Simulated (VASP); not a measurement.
# TaBi3O7: single point with PBE

The system is TaBi3O7.

```
CELL_PARAMETERS angstrom
3.52973 -1.86581 -0.02502
3.52973 1.86581 -0.02502
-2.46459 0.00000 12.77867
ATOMIC_POSITIONS crystal
Ta 0.55389 0.55389 0.50646
Bi 0.99308 0.99308 0.01507
Bi 0.27771 0.27771 0.73762
Bi 0.73811 0.73811 0.27790
O 0.53367 0.53367 0.65791
O 0.81515 0.81515 0.47039
O 0.92606 0.92606 0.82579
O 0.06148 0.06148 0.19823
O 0.15964 0.15964 0.54520
O 0.45827 0.45827 0.35501
O 0.66975 0.66975 0.02306
```

| Item | Value |
| --- | --- |
| Program | VASP 6.6.1 |
| Task | single point |
| Functional | PBE |
| Potentials or basis | VASP PAW PBE potentials, release 64 (Ta_pv, Bi_d, O) |
| Cutoff | 520 eV |
| k mesh | 8 × 8 × 2 |
| Occupations | gaussian, width 0.02 eV |
| Spin | no spin polarisation |

```yaml
Pressure: 0.2 GPa
Largest_force: 0.096 eV/Å
Band_gap_on_the_k_mesh: 1.91 eV (least direct gap 2.47 eV)
```

Forces on the atoms (eV/Å):
```
Ta  -0.087  0.000  0.027
Bi  -0.015  0.000 -0.013
Bi  -0.031  0.000  0.000
Bi   0.022  0.000 -0.007
O    0.002  0.000  0.061
O    0.077  0.000 -0.009
O    0.013  0.000  0.013
O   -0.011  0.000 -0.002
O    0.035  0.000  0.019
O   -0.020  0.000 -0.094
O    0.015  0.000  0.005
```

Stress tensor (GPa, compression positive):
```
 0.18  0.00 -0.02
 0.00  0.23  0.00
-0.02  0.00  0.33
```

Levels at points of the mesh, in eV from the valence-band top:
| k point | band 46 | band 47 | band 48 | band 49 | band 50 | band 51 | band 52 | band 53 |
| --- | --- | --- | --- | --- | --- | --- | --- | --- |
| (0.00, 0.00, 0.00) | -1.43 | -1.40 | -1.03 | -0.97 | 1.91 | 2.72 | 3.33 | 3.48 |
| (0.50, 0.00, 0.00) | -1.37 | -0.89 | -0.73 | -0.42 | 2.13 | 2.66 | 3.04 | 3.42 |
| (0.50, 0.50, 0.00) | -1.21 | -1.09 | -0.87 | -0.31 | 2.16 | 2.60 | 2.89 | 3.07 |
| (0.00, 0.00, 0.50) | -1.41 | -1.40 | -1.06 | -0.97 | 2.09 | 2.49 | 3.33 | 3.47 |
| (0.50, 0.00, 0.50) | -1.17 | -1.03 | -0.69 | -0.40 | 2.26 | 2.59 | 3.02 | 3.28 |
| (0.50, 0.50, 0.50) | -1.11 | -1.07 | -0.77 | -0.37 | 2.16 | 2.60 | 2.76 | 3.32 |

It took 23 min on 1 thread of Intel Xeon 8259CL, on a shared host, peak memory 0.51 GiB.

Caveat: spin-orbit coupling is left out, which moves the levels of the heavy elements. A k mesh can miss the band edges.
